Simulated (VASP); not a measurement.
# CaO (Fm-3m) in VASP: settings compared

The runs below take CaO through relaxation of cell and atoms, single point, with PBEsol+D3(BJ), PBEsol+D4, LDA, RPBE.

All numbers are computed with VASP 6.6.1; they aren't measurements. Logs are shortened: lines on timing, memory, paths and dates and some standing lists are left out, and cuts for length are marked.

## Step 1: The cell of the first run

It takes space group Fm-3m (No. 225, cubic). The conventional cell has a = 4.807 Å, b = 4.807 Å, c = 4.807 Å, α = 90.00°, β = 90.00°, γ = 90.00°. Within 3.2 Å of Ca (site symmetry m-3m) lie 6 O at 2.40 Å. O (site symmetry m-3m) has 6 Ca at 2.40 Å within 3.2 Å.

## Step 2: Relaxation of cell and atoms, PBEsol+D3(BJ)

The input, INCAR:

```
SYSTEM = CaO
PREC = Accurate
ENCUT = 600
EDIFF = 1E-6
ISMEAR = -1
SIGMA = 0.05
LREAL = .FALSE.
LASPH = .TRUE.
NELM = 60
ALGO = Normal
ISIF = 3
LWAVE = .FALSE.
LCHARG = .FALSE.
GGA = PS
IVDW = 12
IBRION = 2
NSW = 80
EDIFFG = -0.005
```

The input, KPOINTS:

```
regular mesh
0
G
  10 10 10
  0 0 0
```

The input, POSCAR:

```
CaO
1.0
    0.0000000000      2.4035556960      2.4035556960
    2.4035556960      0.0000000000      2.4035556960
    2.4035556960      2.4035556960      0.0000000000
Ca O
1 1
Direct
    0.0000000000      0.0000000000      0.0000000000
    0.5000000000      0.5000000000      0.5000000000
```

Potentials or basis: VASP PAW PBE potentials, release 64 (Ca_sv, O).

Run with:

```
$ cat potpaw_PBE.64/Ca_sv/POTCAR potpaw_PBE.64/O/POTCAR > POTCAR
$ mpirun -np 1 vasp_std > vasp.out
```

OUTCAR:

```text
SYSTEM = CaO
   PREC = Accurate
   ENCUT = 600
   EDIFF = 1E-6
   ISMEAR = -1
   LREAL = .FALSE.
   LASPH = .TRUE.
   NELM = 60
   ISIF = 3
   GGA = PS
   IVDW = 12
   IBRION = 2
   NSW = 80
   EDIFFG = -0.005
 IVDW          = 12

 ion  position               nearest neighbor table
   1  0.000  0.000  0.000-   2 2.40   2 2.40   2 2.40   2 2.40   2 2.40   2 2.40
   2  0.500  0.500  0.500-   1 2.40   1 2.40   1 2.40   1 2.40   1 2.40   1 2.40

  LATTYP: Found a face centered cubic cell.
 ALAT       =     4.8071113920

  Lattice vectors:

 A1 = (   0.0000000000,   2.4035556960,   2.4035556960)
 A2 = (   2.4035556960,   0.0000000000,   2.4035556960)
 A3 = (   2.4035556960,   2.4035556960,   0.0000000000)

Analysis of symmetry for initial positions (statically):
=====================================================================
 Subroutine PRICEL returns:
 Original cell was already a primitive cell.

 Routine SETGRP: Setting up the symmetry group for a
 face centered cubic supercell.

 Subroutine GETGRP returns: Found 48 space group operations
 (whereof 48 operations were pure point group operations)
 out of a pool of 48 trial point group operations.

The static configuration has the point symmetry O_h .

Analysis of symmetry for dynamics (positions and initial velocities):
=====================================================================
 Subroutine PRICEL returns:
 Original cell was already a primitive cell.

 Routine SETGRP: Setting up the symmetry group for a
 face centered cubic supercell.

 Subroutine GETGRP returns: Found 48 space group operations
 (whereof 48 operations were pure point group operations)
 out of a pool of 48 trial point group operations.

The dynamic configuration has the point symmetry O_h .

 Subroutine INISYM returns: Found 48 space group operations
 (whereof 48 operations are pure point group operations),
 and found     1 'primitive' translations

----------------------------------------------------------------------------------------

                                     Primitive cell

  volume of cell :      27.7711

  direct lattice vectors                    reciprocal lattice vectors
     0.000000000  2.403555696  2.403555696    -0.208025136  0.208025136  0.208025136
     2.403555696  0.000000000  2.403555696     0.208025136 -0.208025136  0.208025136
     2.403555696  2.403555696  0.000000000     0.208025136  0.208025136 -0.208025136

  length of vectors
     3.399141063  3.399141063  3.399141063     0.360310104  0.360310104  0.360310104

  position of ions in fractional coordinates (direct lattice)
     0.000000000  0.000000000  0.000000000
     0.500000000  0.500000000  0.500000000

  ion indices of the primitive-cell ions
   primitive index   ion index
                 1           1
                 2           2

----------------------------------------------------------------------------------------

 KPOINTS: regular mesh

Automatic generation of k-mesh.
 Grid dimensions read from file:
 generate k-points for:   10   10   10

 Generating k-lattice:

  Cartesian coordinates                     Fractional coordinates (reciprocal lattice)
    -0.020802514  0.020802514  0.020802514     0.100000000  0.000000000  0.000000000
     0.020802514 -0.020802514  0.020802514     0.000000000  0.100000000  0.000000000
     0.020802514  0.020802514 -0.020802514     0.000000000  0.000000000  0.100000000

  Length of vectors
     0.036031010  0.036031010  0.036031010

  Shift w.r.t. Gamma in fractional coordinates (k-lattice)
     0.000000000  0.000000000  0.000000000

 Subroutine IBZKPT returns following result:
 ===========================================

 Found     47 irreducible k-points:

 Following reciprocal coordinates:
            Coordinates               Weight
  0.000000  0.000000  0.000000      1.000000
  0.100000  0.000000  0.000000      8.000000
  0.200000  0.000000  0.000000      8.000000
  0.300000  0.000000  0.000000      8.000000
  0.400000  0.000000  0.000000      8.000000
  0.500000  0.000000  0.000000      4.000000
[... 16 lines left out ...]
  0.300000  0.300000  0.000000      6.000000
  0.400000  0.300000  0.000000     24.000000
 [... further k-points ...]
   k-points           NKPTS =     47   k-points in BZ     NKDIM =     47   number of bands    NBANDS=     12
   number of dos      NEDOS =    301   number of ions     NIONS =      2
   total plane-waves  NPLWV =  21952
   dimension x,y,z NGX =    28 NGY =   28 NGZ =   28
   dimension x,y,z NGXF=    56 NGYF=   56 NGZF=   56
   ions per type =               1   1
   NGX,Y,Z   is equivalent  to a cutoff of  13.69, 13.69, 13.69 a.u.
   NGXF,Y,Z  is equivalent  to a cutoff of  27.39, 27.39, 27.39 a.u.
 SYSTEM =  CaO
   PREC   = accura    normal or accurate (medium, high low for compatibility)
   ISTART =      0    job   : 0-new  1-cont  2-samecut
   ICHARG =      2    charge: 1-file 2-atom 10-const
   ISPIN  =      1    spin polarized calculation?
   LNONCOLLINEAR =      F non collinear calculations
   LSORBIT =      F    spin-orbit coupling
   LASPH  =      T    aspherical Exc in radial PAW
   ENCUT  =  600.0 eV  44.10 Ry    6.64 a.u.   6.79  6.79  6.79*2*pi/ulx,y,z
   NELM   =     60;   NELMIN=  2; NELMDL= -5     # of ELM steps
   EDIFF  = 0.1E-05   stopping-criterion for ELM
   LREAL  =      F    real-space projection
   EDIFFG = -.5E-02   stopping-criterion for IOM
   NSW    =     80    number of steps for IOM
   IBRION =      2    ionic relax: 0-MD 1-quasi-New 2-CG
   NFREE  =      1    steps in history (QN), initial steepest desc. (CG)
   ISIF   =      3    stress and relaxation
   ISYM   =      2    0-nonsym 1-usesym 2-fastsym
   POTIM  = 0.5000    time-step for ionic-motion
   TEBEG  =    0.0;   TEEND  =   0.0 temperature during run
   PSTRESS=    0.0 pullay stress
   NELECT =      16.0000    total number of electrons
   NUPDOWN=      -1.0000    fix difference up-down
   EMIN   =  10.00;   EMAX   =-10.00  energy-range for DOS
   EFERMI =   0.00;   METHOD = LEGACY
   ISMEAR =    -1;   SIGMA  =   0.05  broadening in eV -4-tet -1-fermi 0-gaus
   EFERMI_NEDOS =   21; number of points for ismear=-14 and -15
   IALGO  =     38    algorithm
   IMIX   =      4    mixing-type and parameters
     AMIX     =   0.40;   BMIX     =  1.00
     AMIX_MAG =   1.60;   BMIX_MAG =  1.00
  volume/ion in A,a.u.               =      13.89        93.70
  Fermi-wavevector in a.u.,A,eV,Ry     =   1.362231  2.574243 25.247954  1.855672
  Thomas-Fermi vector in A             =   2.488738
   LORBIT       =      0    0 simple, 1 ext, 2 COOP (PROOUT), +10 PAW based schemes
   GGA     = PS    functional components
   LHFCALC =     F    Hartree Fock is set to
   AEXX    =    0.0000 exact exchange contribution
   IVDW    =    12    specifies the selected vdW correction
   LEPSILON=     F    determine dielectric tensor
   LRPA    =     F    only Hartree local field effects (RPA)
 conjugate gradient relaxation of ions
 non-spin polarized calculation
  energy-cutoff  :      600.00
  volume of cell :       27.77
 maximum number of plane-waves:       941
   NGX = 13   NGY = 13   NGZ = 13

--------------------------------------- Ionic step        1  -------------------------------------------

 number of electron      15.9999997 magnetization

 Free energy of the ion-electron system (eV)
  ---------------------------------------------------
  ext. energy  EPLUGINS =         0.00000000
  ---------------------------------------------------
  free energy    TOTEN  =       -13.41051433 eV

  energy without entropy =      -13.41051433  energy(sigma->0) =      -13.41051433

------------------------ aborting loop because EDIFF is reached ----------------------------------------

 Edisp (eV)   -0.52652

 E8    (eV) :    -0.3589

  FORCE on cell =-STRESS in cart. coord.  units (eV):
  Direction    XX          YY          ZZ          XY          YZ          ZX
  --------------------------------------------------------------------------------------
  -------------------------------------------------------------------------------------
  Total      -0.93236    -0.93236    -0.93236     0.00000    -0.00000     0.00000
  in kB     -53.79020   -53.79020   -53.79020     0.00000    -0.00000     0.00000
  external pressure =      -53.79 kB  Pullay stress =        0.00 kB

 VOLUME and BASIS-vectors are now :
 -----------------------------------------------------------------------------
  energy-cutoff  :      600.00
  volume of cell :       27.77
      direct lattice vectors                 reciprocal lattice vectors
     0.000000000  2.403555696  2.403555696    -0.208025136  0.208025136  0.208025136
     2.403555696  0.000000000  2.403555696     0.208025136 -0.208025136  0.208025136
     2.403555696  2.403555696  0.000000000     0.208025136  0.208025136 -0.208025136
[... 41 lines left out ...]
 POSITION                                       TOTAL-FORCE (eV/Angst)
 -----------------------------------------------------------------------------------
      0.00000      0.00000      0.00000        -0.000000      0.000000      0.000000
      2.34950      2.34950      2.34950         0.000000     -0.000000     -0.000000
 -----------------------------------------------------------------------------------
    total drift:                                0.000000      0.000000      0.000000

  FREE ENERGIE OF THE ION-ELECTRON SYSTEM (eV)
  ---------------------------------------------------
  free  energy   TOTEN  =       -13.9561069707 eV

  energy  without entropy=      -13.9561069707  energy(sigma->0) =      -13.95610697

--------------------------------------- Ionic step        3  -------------------------------------------

 number of electron      15.9999998 magnetization

 Free energy of the ion-electron system (eV)
  ---------------------------------------------------
  ext. energy  EPLUGINS =         0.00000000
  ---------------------------------------------------
  free energy    TOTEN  =       -13.40645686 eV

  energy without entropy =      -13.40645686  energy(sigma->0) =      -13.40645686

 E-fermi :   3.5272     XC(G=0): -10.9775

 val. band max:        2.4726608963   @ k =   0.0000   0.0000   0.0000
 cond. band min:       5.9811267670   @ k =   0.5000   0.5000   0.0000
 fundamental gap:      3.5084658707
 Fermi energy:         3.5272133376

 k-point     1 :       0.0000    0.0000    0.0000
  band No.  band energies     occupation
      1     -34.7224      2.00000
      2     -15.5244      2.00000
      3     -15.5244      2.00000
      4     -15.5244      2.00000
      5     -13.0658      2.00000
      6       2.4727      2.00000
      7       2.4727      2.00000
      8       2.4727      2.00000
      9       7.4346      0.00000
     10       8.7764      0.00000
     11       8.7764      0.00000
     12       8.7764      0.00000

 k-point     2 :       0.1000    0.0000    0.0000
  band No.  band energies     occupation
      1     -34.7099      2.00000
      2     -15.7167      2.00000
      3     -15.5305      2.00000
      4     -15.5305      2.00000
      5     -12.8685      2.00000
      6       2.0913      2.00000
      7       2.3181      2.00000
      8       2.3181      2.00000
      9       7.9048      0.00000
     10       8.7389      0.00000
     11       8.9616      0.00000
     12       8.9616      0.00000
[... 316 lines left out ...]
 k-point    24 :       0.4000    0.3000    0.0000
  band No.  band energies     occupation
      1     -34.5836      2.00000
      2     -16.3352      2.00000
      3     -15.7677      2.00000
      4     -15.7334      2.00000
      5     -12.4470      2.00000
      6       0.7303      2.00000
      7       1.8991      2.00000
      8       2.0062      2.00000
      9       6.7003      0.00000
     10      10.4289      0.00000
     11      11.5493      0.00000
     12      11.6640      0.00000

 [... further k-points ...]

------------------------ aborting loop because EDIFF is reached ----------------------------------------

 Edisp (eV)   -0.55369

 E8    (eV) :    -0.3776

  FORCE on cell =-STRESS in cart. coord.  units (eV):
  Direction    XX          YY          ZZ          XY          YZ          ZX
  --------------------------------------------------------------------------------------
  -------------------------------------------------------------------------------------
  Total       0.00113     0.00113     0.00113     0.00000     0.00000     0.00000
  in kB       0.06860     0.06860     0.06860     0.00000     0.00000     0.00000
  external pressure =        0.07 kB  Pullay stress =        0.00 kB

 VOLUME and BASIS-vectors are now :
 -----------------------------------------------------------------------------
  energy-cutoff  :      600.00
  volume of cell :       26.45
      direct lattice vectors                 reciprocal lattice vectors
     0.000000000  2.364957953  2.364957953    -0.211420249  0.211420249  0.211420249
     2.364957953 -0.000000000  2.364957953     0.211420249 -0.211420249  0.211420249
     2.364957953  2.364957953  0.000000000     0.211420249  0.211420249 -0.211420249

 POSITION                                       TOTAL-FORCE (eV/Angst)
 -----------------------------------------------------------------------------------
      0.00000      0.00000      0.00000         0.000000     -0.000000      0.000000
      2.36496      2.36496      2.36496        -0.000000      0.000000     -0.000000
 -----------------------------------------------------------------------------------
    total drift:                                0.000000      0.000000      0.000000

  FREE ENERGIE OF THE ION-ELECTRON SYSTEM (eV)
  ---------------------------------------------------
  free  energy   TOTEN  =       -13.9601419431 eV

  energy  without entropy=      -13.9601419431  energy(sigma->0) =      -13.96014194

 reached required accuracy - stopping structural energy minimisation
```

It took 32 s on 1 thread of AMD EPYC 9R45 (Zen 5), shared host; peak memory 0.16 GiB.

Results:

| Quantity | Value |
| --- | --- |
| Free energy | -13.9601 eV |
| Relaxed volume | 13.23 Å³/atom |
| Relaxed cell | a = 3.345 Å, b = 3.345 Å, c = 3.345 Å, α = 60.00°, β = 60.00°, γ = 60.00° |
| Space group after relaxing (to 0.05 Å) | Fm-3m (No. 225) |
| Energy gained by relaxing | 11.6 meV/atom |
| Ionic steps | 3 |
| Pressure after relaxing | 0.0 GPa |
| Band gap on the k mesh | 3.51 eV, indirect (least direct gap 3.87 eV) |
| Dispersion energy per atom | -0.277 eV |

Step by step:
| step | energy change (eV) | largest force (eV/Å) | pressure (GPa) | volume (Å³) |
| --- | --- | --- | --- | --- |
| 1 | 0.0000 | 0.0000 | -5.38 | 27.77 |
| 2 | -0.0191 | 0.0000 | 2.55 | 25.94 |
| 3 | -0.0231 | 0.0000 | 0.01 | 26.45 |

Final structure:
```cif
data_structure
_symmetry_space_group_name_H-M 'P 1'
_symmetry_Int_Tables_number 1
_cell_length_a 3.3446
_cell_length_b 3.3446
_cell_length_c 3.3446
_cell_angle_alpha 60.000
_cell_angle_beta 60.000
_cell_angle_gamma 60.000
_cell_volume 26.45
loop_
_atom_site_label
_atom_site_type_symbol
_atom_site_fract_x
_atom_site_fract_y
_atom_site_fract_z
_atom_site_occupancy
Ca1 Ca 0.00000 0.00000 0.00000 1
O1 O 0.50000 0.50000 0.50000 1
```

Levels at points of the mesh, in eV from the valence-band top:
```tsv
k point	band 4	band 5	band 6	band 7	band 8	band 9	band 10	band 11	band 12
(0.00, 0.00, 0.00)	-18.00	-15.54	0.00	0.00	0.00	4.96	6.30	6.30	6.30
(0.50, 0.00, 0.00)	-18.06	-14.08	-2.81	-1.32	-1.32	7.24	8.64	8.64	8.70
(0.50, 0.50, 0.00)	-18.27	-15.30	-1.29	-0.37	-0.37	3.51	8.41	9.20	9.92
```

Caveat: the PAW data sets were made with another functional, which shifts forces and pressure a little.

## Step 3: Relaxation of cell and atoms, PBEsol+D4

The input, INCAR:

```
SYSTEM = CaO
PREC = Accurate ; ENCUT = 600
EDIFF = 1E-7 ; ISMEAR = -1
SIGMA = 0.05 ; LREAL = .False.
LASPH = .True. ; NELM = 100
ALGO = Normal ; ISIF = 3
LWAVE = .False. ; LCHARG = .False.
GGA = PS ; IVDW = 13
IBRION = 2 ; NSW = 80
EDIFFG = -0.005
```

The input, KPOINTS:

```
Automatic mesh
0
Gamma
  10 10 10
  0 0 0
```

POSCAR is that of step 2.

Potentials or basis: VASP PAW PBE potentials, release 64 (Ca_sv, O).

Run with:

```
$ cat potpaw_PBE.64/Ca_sv/POTCAR potpaw_PBE.64/O/POTCAR > POTCAR
$ mpirun -np 1 vasp_std > vasp.out
```

Wall time 36 s (1 thread of AMD EPYC 9R45 (Zen 5), shared host); peak memory 0.15 GiB.

Results (log left out):

| Property | Result |
| --- | --- |
| Free energy | -13.6087 eV |
| Relaxed volume | 13.46 Å³/atom |
| Relaxed cell | a = 3.364 Å, b = 3.364 Å, c = 3.364 Å, α = 60.00°, β = 60.00°, γ = 60.00° |
| Space group after relaxing (to 0.05 Å) | Fm-3m (No. 225) |
| Energy gained by relaxing | 4.7 meV/atom |
| Ionic steps | 3 |
| Pressure after relaxing | 0.0 GPa |
| Band gap on the k mesh | 3.52 eV, indirect (least direct gap 3.89 eV) |
| Dispersion energy per atom | -0.098 eV |

Step by step:
```
step  energy change (eV)  largest force (eV/Å)  pressure (GPa)  volume (Å³)
   1              0.0000                0.0000           -3.42        27.77
   2             -0.0078                0.0000            1.48        26.60
   3             -0.0093                0.0000            0.00        26.92
```

Final structure:
```yaml
crystal:
  lattice:
    - [0.00000, 2.37881, 2.37881]
    - [2.37881, 0.00000, 2.37881]
    - [2.37881, 2.37881, 0.00000]
  atoms:
    - { symbol: Ca, position: [0.00000, 0.00000, 0.00000] }
    - { symbol: O, position: [0.50000, 0.50000, 0.50000] }
```

Levels at points of the mesh, in eV from the valence-band top:
```tsv
k point	band 4	band 5	band 6	band 7	band 8	band 9	band 10	band 11	band 12
(0.00, 0.00, 0.00)	-18.08	-15.50	0.00	0.00	0.00	4.81	6.26	6.26	6.26
(0.50, 0.00, 0.00)	-18.14	-14.13	-2.77	-1.28	-1.28	7.16	8.54	8.54	8.57
(0.50, 0.50, 0.00)	-18.34	-15.26	-1.30	-0.37	-0.37	3.52	8.27	9.10	9.80
```

Caveat: the PAW data sets were made with another functional, which shifts forces and pressure a little. A k mesh can miss the band edges.

## Step 4: Single point, PBEsol+D3(BJ)

The input, INCAR:

```
SYSTEM = CaO
PREC = Accurate
ENCUT = 520
EDIFF = 1E-6
ISMEAR = -1
SIGMA = 0.05
LREAL = .FALSE.
LASPH = .TRUE.
NELM = 80
ALGO = Normal
ISIF = 2
LWAVE = .FALSE.
LCHARG = .TRUE.
GGA = PS
IVDW = 12
LELF = .TRUE.
LVHAR = .TRUE.
NBANDS = 15
```

The input, KPOINTS:

```
regular mesh
0
G
  10 10 10
  0 0 0
```

POSCAR is that of step 3.

Run with:

```
$ cat potpaw_PBE.64/Ca_sv/POTCAR potpaw_PBE.64/O/POTCAR > POTCAR
$ mpirun -np 1 vasp_std > vasp.out
```

It took 18 s on 1 thread of Intel Xeon Platinum 8259CL at 2.50GHz (Skylake/Cascade Lake), shared host; peak memory 0.17 GiB.

Results (log left out):

```
Free energy                : -13.9348 eV
Pressure                   : -5.3 GPa
Band gap on the k mesh     : 3.53 eV, indirect (least direct gap 3.91 eV)
Dispersion energy per atom : -0.263 eV
```

Levels at points of the mesh, in eV from the valence-band top:
| k point | band 4 | band 5 | band 6 | band 7 | band 8 | band 9 | band 10 | band 11 | band 12 | band 13 |
| --- | --- | --- | --- | --- | --- | --- | --- | --- | --- | --- |
| (0.00, 0.00, 0.00) | -18.23 | -15.44 | 0.00 | 0.00 | 0.00 | 4.56 | 6.19 | 6.19 | 6.19 | 7.73 |
| (0.50, 0.00, 0.00) | -18.29 | -14.21 | -2.69 | -1.22 | -1.22 | 7.01 | 8.33 | 8.37 | 8.37 | 10.47 |
| (0.50, 0.50, 0.00) | -18.46 | -15.20 | -1.32 | -0.38 | -0.38 | 3.53 | 8.04 | 8.92 | 9.59 | 9.59 |

Caveat: the PAW data sets were made with another functional, which shifts forces and pressure a little.

[end of part 1 of 2]
